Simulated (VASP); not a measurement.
# WSe2 in VASP: a series of runs

WSe2 is run at these levels: PBEsol; tasks: single point.

Everything below comes from runs of VASP 6.6.1. Logs are shortened: lines on timing, memory, paths and dates and some standing lists are left out, and cuts for length are marked.

### 1 The cell of the first run

The cell holds a slab with vacuum, 3 atoms: a = 3.503 Å, b = 3.503 Å, c = 14.948 Å, α = 90.00°, β = 90.00°, γ = 120.00°.

### 2 Single point, PBEsol

The input, INCAR:

```
PREC = Accurate
ENCUT = 520
EDIFF = 1E-6
ISMEAR = 0
SIGMA = 0.05
LREAL = F
LASPH = T
NELM = 80
ALGO = Normal
ISIF = 2
LWAVE = F
LCHARG = T
GGA = PS
LELF = T
LVHAR = T
NBANDS = 20
```

The input, KPOINTS:

```
Automatic mesh
0
Gamma
  12 12 2
```

The input, POSCAR:

```
WSe2
1.0
    3.5026378621      0.0000000000      0.0000000000
   -1.7513189311      3.0333733688      0.0000000000
    0.0000000000      0.0000000000     14.9476362673
W Se
1 2
Direct
    0.0000000000      0.0000000000      0.0000000000
    0.3333333333      0.6666666667      0.0997865200
    0.3333333333      0.6666666667      0.9002134800
```

Potentials or basis: VASP PAW PBE potentials, release 64 (W_sv, Se).

Started as:

```console
> cat potpaw_PBE.64/W_sv/POTCAR potpaw_PBE.64/Se/POTCAR > POTCAR
> mpirun -np 1 vasp_std > vasp.out
```

OUTCAR:

```text
PREC = Accurate
   ENCUT = 520
   EDIFF = 1E-6
   ISMEAR = 0
   LREAL = F
   LASPH = T
   NELM = 80
   ISIF = 2
   GGA = PS

 ion  position               nearest neighbor table
   1  0.000  0.000  0.000-   2 2.51   3 2.51   2 2.51   3 2.51   2 2.51   3 2.51
   2  0.333  0.667  0.100-   1 2.51   1 2.51   1 2.51
   3  0.333  0.667  0.900-   1 2.51   1 2.51   1 2.51

  LATTYP: Found a hexagonal cell.
 ALAT       =     3.5026378621
 C/A-ratio  =     4.2675368839

  Lattice vectors:

 A1 = (   3.5026378621,   0.0000000000,   0.0000000000)
 A2 = (  -1.7513189311,   3.0333733688,   0.0000000000)
 A3 = (   0.0000000000,   0.0000000000,  14.9476362673)

Analysis of symmetry for initial positions (statically):
=====================================================================
 Subroutine PRICEL returns:
 Original cell was already a primitive cell.

 Routine SETGRP: Setting up the symmetry group for a
 hexagonal supercell.

 Subroutine GETGRP returns: Found 12 space group operations
 (whereof 12 operations were pure point group operations)
 out of a pool of 24 trial point group operations.

The static configuration has the point symmetry D_3h.

Analysis of symmetry for dynamics (positions and initial velocities):
=====================================================================
 Subroutine PRICEL returns:
 Original cell was already a primitive cell.

 Routine SETGRP: Setting up the symmetry group for a
 hexagonal supercell.

 Subroutine GETGRP returns: Found 12 space group operations
 (whereof 12 operations were pure point group operations)
 out of a pool of 24 trial point group operations.

The dynamic configuration has the point symmetry D_3h.

 Subroutine INISYM returns: Found 12 space group operations
 (whereof 12 operations are pure point group operations),
 and found     1 'primitive' translations

----------------------------------------------------------------------------------------

                                     Primitive cell

  volume of cell :     158.8158

  direct lattice vectors                    reciprocal lattice vectors
     3.502637862  0.000000000  0.000000000     0.285499112  0.164832989  0.000000000
    -1.751318931  3.033373369  0.000000000     0.000000000  0.329665979  0.000000000
     0.000000000  0.000000000 14.947636267     0.000000000  0.000000000  0.066900210

[... 82 lines left out ...]
   LASPH  =      T    aspherical Exc in radial PAW
   ENCUT  =  520.0 eV  38.22 Ry    6.18 a.u.   6.51  6.51 27.79*2*pi/ulx,y,z
   NELM   =     80;   NELMIN=  2; NELMDL= -5     # of ELM steps
   EDIFF  = 0.1E-05   stopping-criterion for ELM
   LREAL  =      F    real-space projection
   EDIFFG = 0.1E-04   stopping-criterion for IOM
   NSW    =      0    number of steps for IOM
   IBRION =     -1    ionic relax: 0-MD 1-quasi-New 2-CG
   NFREE  =      0    steps in history (QN), initial steepest desc. (CG)
   ISIF   =      2    stress and relaxation
   ISYM   =      2    0-nonsym 1-usesym 2-fastsym
   POTIM  = 0.5000    time-step for ionic-motion
   TEBEG  =    0.0;   TEEND  =   0.0 temperature during run
   PSTRESS=    0.0 pullay stress
   NELECT =      26.0000    total number of electrons
   NUPDOWN=      -1.0000    fix difference up-down
   EMIN   =  10.00;   EMAX   =-10.00  energy-range for DOS
   EFERMI =   0.00;   METHOD = LEGACY
   ISMEAR =     0;   SIGMA  =   0.05  broadening in eV -4-tet -1-fermi 0-gaus
   EFERMI_NEDOS =   21; number of points for ismear=-14 and -15
   IALGO  =     38    algorithm
   IMIX   =      4    mixing-type and parameters
     AMIX     =   0.40;   BMIX     =  1.00
     AMIX_MAG =   1.60;   BMIX_MAG =  1.00
  volume/ion in A,a.u.               =      52.94       357.25
  Fermi-wavevector in a.u.,A,eV,Ry     =   0.895574  1.692389 10.912587  0.802053
  Thomas-Fermi vector in A             =   2.017923
   LORBIT       =      0    0 simple, 1 ext, 2 COOP (PROOUT), +10 PAW based schemes
   GGA     = PS    functional components
   LHFCALC =     F    Hartree Fock is set to
   AEXX    =    0.0000 exact exchange contribution
   IVDW    =     0    specifies the selected vdW correction
   LEPSILON=     F    determine dielectric tensor
   LRPA    =     F    only Hartree local field effects (RPA)
 non-spin polarized calculation
 Gauss-broadening in eV      SIGMA  =   0.05
  energy-cutoff  :      520.00
  volume of cell :      158.82
 maximum number of plane-waves:      4340
 NGX is ok and might be reduce to    28

 number of electron      25.9999998 magnetization

 Free energy of the ion-electron system (eV)
  ---------------------------------------------------
  ext. energy  EPLUGINS =         0.00000000
  ---------------------------------------------------
  free energy    TOTEN  =       -22.65520426 eV

  energy without entropy =      -22.65467332  energy(sigma->0) =      -22.65493879

 E-fermi :  -0.6305     XC(G=0):  -4.9279

 val. band max:       -0.7556890981   @ k =   0.0833   0.0000   0.5000
 cond. band min:      -0.6233287662   @ k =   0.0000   0.0000   0.0000
 fundamental gap:      0.1323603320
 Fermi energy:        -0.6305464424

 k-point     1 :       0.0000    0.0000    0.0000
  band No.  band energies     occupation
      1     -75.2549      2.00000
      2     -39.4842      2.00000
      3     -39.4842      2.00000
      4     -39.3995      2.00000
      5     -15.9196      2.00000
      6     -14.0682      2.00000
[... 541 lines left out ...]
     19       5.5906      0.00000
     20       5.6509      0.00000

 [... further k-points ...]

------------------------ aborting loop because EDIFF is reached ----------------------------------------

  FORCE on cell =-STRESS in cart. coord.  units (eV):
  Direction    XX          YY          ZZ          XY          YZ          ZX
  --------------------------------------------------------------------------------------
  -------------------------------------------------------------------------------------
  Total       -3.0994194     -3.0994194      6.0376111      0.0000000      0.0000000      0.0000000
  in kB      -31.2677983    -31.2677983     60.9090873      0.0000000      0.0000000      0.0000000
  external PRESSURE =      -0.5421698 kB  Pullay stress =       0.0000000 kB

 VOLUME and BASIS-vectors are now :
 -----------------------------------------------------------------------------
  energy-cutoff  :      520.00
  volume of cell :      158.82
      direct lattice vectors                 reciprocal lattice vectors
     3.502637862  0.000000000  0.000000000     0.285499112  0.164832989  0.000000000
    -1.751318931  3.033373369  0.000000000     0.000000000  0.329665979  0.000000000
     0.000000000  0.000000000 14.947636267     0.000000000  0.000000000  0.066900210

 POSITION                                       TOTAL-FORCE (eV/Angst)
 -----------------------------------------------------------------------------------
      0.00000      0.00000      0.00000        -0.000000      0.000000     -0.000000
     -0.00000      2.02225      1.49157         0.000000      0.000000      2.027593
     -0.00000      2.02225     13.45606         0.000000      0.000000     -2.027593
 -----------------------------------------------------------------------------------
    total drift:                                0.000000     -0.000000     -0.000000

  FREE ENERGIE OF THE ION-ELECTRON SYSTEM (eV)
  ---------------------------------------------------
  free  energy   TOTEN  =       -22.6552042645 eV

  energy  without entropy=      -22.6546733198  energy(sigma->0) =      -22.65493879
```

OSZICAR:

```text
N       E                     dE             d eps       ncg     rms          rms(c)
DAV:   1     0.164773217938E+03    0.16477E+03   -0.11923E+04  1824   0.110E+03
DAV:   2    -0.106203362774E+02   -0.17539E+03   -0.16980E+03  1944   0.255E+02
DAV:   3    -0.235163464161E+02   -0.12896E+02   -0.12809E+02  2040   0.634E+01
[... 11 lines left out ...]
DAV:  15    -0.226551219451E+02   -0.58441E-04   -0.90523E-06  1896   0.146E-02    0.408E-03
DAV:  16    -0.226551871298E+02   -0.65185E-04   -0.24564E-06  1724   0.678E-03    0.405E-03
DAV:  17    -0.226551998596E+02   -0.12730E-04   -0.38741E-07  1564   0.251E-03    0.197E-03
DAV:  18    -0.226552038814E+02   -0.40218E-05   -0.13096E-07  1412   0.127E-03    0.484E-04
DAV:  19    -0.226552042645E+02   -0.38306E-06   -0.11493E-08  1176   0.478E-04
   1 F= -.22655204E+02 E0= -.22654939E+02  d E =-.530945E-03
```

stdout:

```text
POSCAR found type information on POSCAR W Se
 POSCAR found :  2 types and       3 ions
 scaLAPACK will be used
 -----------------------------------------------------------------------------
|                                                                             |
|                                                                             |
|     You enforced a specific xc type in the INCAR file but a different       |
|     I HOPE YOU KNOW WHAT YOU ARE DOING!                                     |
|                                                                             |
 -----------------------------------------------------------------------------

 LDA part: xc-table for (Slater+PW92), standard interpolation
 POSCAR, INCAR and KPOINTS ok, starting setup
 FFT: planning ... GRIDC
 FFT: planning ... GRID_SOFT
 FFT: planning ... GRID
 WAVECAR not read
 entering main loop
```

It took 91 s on 1 thread of Intel Xeon 6975P-C (Granite Rapids), shared host; peak memory 0.34 GiB.

Results:

```
Free energy   : -22.6552 eV
Largest force : 2.028 eV/Å
```

Forces on the atoms (eV/Å):
```
W    0.000  0.000  0.000
Se   0.000  0.000  2.028
Se   0.000  0.000 -2.028
```

Levels at points of the mesh, in eV from the Fermi level:
| k point | band 9 | band 10 | band 11 | band 12 | band 13 | band 14 | band 15 | band 16 | band 17 | band 18 |
| --- | --- | --- | --- | --- | --- | --- | --- | --- | --- | --- |
| (0.00, 0.00, 0.00) | -3.88 | -2.51 | -2.51 | -1.59 | 0.01 | 2.08 | 2.08 | 2.65 | 2.65 | 3.23 |
| (0.50, 0.00, 0.00) | -4.71 | -3.98 | -2.33 | -1.75 | -1.37 | 1.09 | 1.23 | 3.22 | 4.10 | 4.14 |
| (0.00, 0.00, 0.50) | -3.88 | -2.51 | -2.51 | -1.59 | 0.01 | 2.08 | 2.08 | 2.65 | 2.65 | 3.24 |
| (0.50, 0.00, 0.50) | -4.71 | -3.98 | -2.33 | -1.75 | -1.37 | 1.09 | 1.23 | 3.22 | 4.10 | 4.14 |

Caveat: the PAW data sets were made with another functional, which shifts forces and pressure a little; spin-orbit coupling is left out, which moves the levels of the heavy elements.

### 3 Single point, PBEsol

This run uses another cell than the first one, of the same volume but with other edges.

The input, INCAR:

```
SYSTEM = WSe2
ALGO = Normal
EDIFF = 1E-7
ENCUT = 520
GGA = PS
ISIF = 2
ISMEAR = 0
LASPH = .True.
LCHARG = .False.
LREAL = .False.
LWAVE = .False.
NBANDS = 20
NELM = 100
PREC = Accurate
SIGMA = 0.05
```

The input, KPOINTS:

```
k-points
0
Gamma
  12 12 2
  0 0 0
```

The input, POSCAR:

```
WSe2
1.0
    3.1222988167      0.0000000000      0.0000000000
   -1.5611494084      2.7039900934      0.0000000000
    0.0000000000      0.0000000000     18.8110946297
W Se
1 2
Direct
    0.0000000000      0.0000000000      0.0000000000
    0.3333333333      0.6666666667      0.0997865200
    0.3333333333      0.6666666667      0.9002134800
```

Potentials or basis: VASP PAW PBE potentials, release 64 (W_sv, Se).

Started as:

```console
> cat potpaw_PBE.64/W_sv/POTCAR potpaw_PBE.64/Se/POTCAR > POTCAR
> mpirun -np 1 vasp_std > vasp.out
```

Wall time 95 s (1 thread of Intel Xeon 6975P-C (Granite Rapids), shared host); peak memory 0.33 GiB.

It converged, with:

```
Free energy            : -22.7056 eV
Largest force          : 2.131 eV/Å
Band gap on the k mesh : 0.97 eV, indirect (least direct gap 1.36 eV)
```

Forces on the atoms (eV/Å):
```
W    0.000  0.000  0.000
Se   0.000  0.000 -2.131
Se   0.000  0.000  2.131
```

Levels at points of the mesh, in eV from the valence-band top:
| k point | band 9 | band 10 | band 11 | band 12 | band 13 | band 14 | band 15 | band 16 | band 17 | band 18 |
| --- | --- | --- | --- | --- | --- | --- | --- | --- | --- | --- |
| (0.00, 0.00, 0.00) | -1.40 | -1.29 | -1.29 | -0.03 | -0.03 | 3.35 | 3.35 | 3.50 | 3.50 | 4.18 |
| (0.50, 0.00, 0.00) | -4.08 | -2.79 | -2.09 | -1.17 | -0.01 | 2.48 | 3.38 | 3.41 | 4.11 | 5.34 |
| (0.00, 0.00, 0.50) | -1.40 | -1.29 | -1.29 | -0.03 | -0.03 | 3.35 | 3.35 | 3.50 | 3.50 | 4.23 |
| (0.50, 0.00, 0.50) | -4.08 | -2.79 | -2.09 | -1.17 | -0.01 | 2.48 | 3.38 | 3.41 | 4.11 | 5.34 |

Caveat: the PAW data sets were made with another functional, which shifts forces and pressure a little; spin-orbit coupling is left out, which moves the levels of the heavy elements.

### 4 Single point, PBEsol

This run uses another cell than the first one, of the same volume but with other edges.

The input, INCAR:

```
SYSTEM = WSe2
ALGO = Normal
EDIFF = 1E-7
ENCUT = 520
GGA = PS
ISIF = 2
ISMEAR = 0
LASPH = .TRUE.
LCHARG = .FALSE.
LREAL = .FALSE.
LWAVE = .FALSE.
NBANDS = 20
NELM = 80
PREC = Accurate
SIGMA = 0.05
```

The input, KPOINTS:

```
k-points
0
G
  12 12 2
  0 0 0
```

The input, POSCAR:

```
WSe2
1.0
    3.4114494262      0.0000000000      0.0000000000
   -1.7057247131      2.9544018668      0.0000000000
    0.0000000000      0.0000000000     15.7574204158
W Se
1 2
Direct
    0.0000000000      0.0000000000      0.0000000000
    0.3333333333      0.6666666667      0.0997865200
    0.3333333333      0.6666666667      0.9002134800
```

Started as:

```console
> cat potpaw_PBE.64/W_sv/POTCAR potpaw_PBE.64/Se/POTCAR > POTCAR
> mpirun -np 1 vasp_std > vasp.out
```

Wall time 1.7 min (1 thread of Intel Xeon 6975P-C (Granite Rapids), shared host); peak memory 0.35 GiB.

Results (log left out):

- Free energy: -23.0405 eV
- Largest force: 0.982 eV/Å
- Band gap on the k mesh: 0.80 eV, indirect (least direct gap 1.11 eV)

Forces in eV/Å, atoms in the order of the input:
```
W    0.000  0.000  0.000
Se   0.000  0.000  0.982
Se   0.000  0.000 -0.982
```

Levels at points of the mesh, in eV from the valence-band top:
| k point | band 9 | band 10 | band 11 | band 12 | band 13 | band 14 | band 15 | band 16 | band 17 | band 18 |
| --- | --- | --- | --- | --- | --- | --- | --- | --- | --- | --- |
| (0.00, 0.00, 0.00) | -3.09 | -1.87 | -1.87 | -1.76 | 0.00 | 2.57 | 2.57 | 2.97 | 2.97 | 3.91 |
| (0.50, 0.00, 0.00) | -4.37 | -3.47 | -1.83 | -1.57 | -1.08 | 1.77 | 2.12 | 3.57 | 4.24 | 4.38 |
| (0.00, 0.00, 0.50) | -3.09 | -1.87 | -1.87 | -1.76 | 0.00 | 2.57 | 2.57 | 2.97 | 2.97 | 3.94 |
| (0.50, 0.00, 0.50) | -4.37 | -3.47 | -1.83 | -1.57 | -1.08 | 1.77 | 2.12 | 3.57 | 4.24 | 4.38 |

Caveat: the PAW data sets were made with another functional, which shifts forces and pressure a little; spin-orbit coupling is left out, which moves the levels of the heavy elements.

### 5 Summary

```csv
cell,gap on the mesh (eV),largest force (eV/Å)
"a = 3.503, b = 3.503, c = 14.948 Å, angles 90.0, 90.0, 120.0°, 3 atoms",-,2.03
"a = 3.122, b = 3.122, c = 18.811 Å, angles 90.0, 90.0, 120.0°, 3 atoms",0.97,2.13
"a = 3.411, b = 3.411, c = 15.757 Å, angles 90.0, 90.0, 120.0°, 3 atoms",0.80,0.98
```

Alike in all rows: task single point; level PBEsol; potentials or basis VASP PAW PBE potentials, release 64 (W_sv, Se); no spin polarisation; k mesh 12 × 12 × 2; cutoff (eV) 520; smearing gaussian 0.05 eV.

Caveats: the PAW data sets were made with another functional, which shifts forces and pressure a little; spin-orbit coupling is left out, which moves the levels of the heavy elements.

Total energies depend on the potentials used, so only differences within one code and one set of settings carry meaning.
